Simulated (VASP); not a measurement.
Here is a VASP 6.6.1 calculation.

File INCAR:

```
SYSTEM = Si2Ge3
PREC = Accurate
ENCUT = 520
EDIFF = 1E-7
ISMEAR = 0
SIGMA = 0.1
LREAL = .FALSE.
LASPH = .TRUE.
NELM = 60
ALGO = Normal
ISIF = 2
LWAVE = .FALSE.
LCHARG = .FALSE.
GGA = PE
NBANDS = 33
```

File KPOINTS:

```
regular mesh
0
G
  18 18 4
  0 0 0
```

File POSCAR:

```
Si2Ge3
1.0
    2.7990980370      0.0000000000      0.0000000000
   -1.3995490185      2.4240900077      0.0000000000
    0.0000000000      0.0000000000     13.0244339938
Si Ge
2 3
Direct
    0.0000000000      0.0000000000      0.5939219930
    0.0000000000      0.0000000000      0.4060780070
    0.0000000000      0.0000000000      0.7909895091
    0.0000000000      0.0000000000      0.0000000000
    0.0000000000      0.0000000000      0.2090104909
```

Potentials or basis: VASP PAW PBE potentials, release 64 (Si, Ge_d).

Run with:

```console
$ cat potpaw_PBE.64/Si/POTCAR potpaw_PBE.64/Ge_d/POTCAR > POTCAR
$ mpirun -np 1 vasp_std > vasp.out
```

**Question.** What does it give for the band gap on the k mesh?

**Answer.** Zero (bands 25 and 26 overlap by 9.94 eV).

**Question.** Estimate the pressure.

**Answer.** 0.1 GPa.

Forces on the atoms (eV/Å):
```
Si   0.000  0.000 -0.002
Si   0.000  0.000  0.002
Ge   0.000  0.000 -0.003
Ge   0.000  0.000  0.000
Ge   0.000  0.000  0.003
```
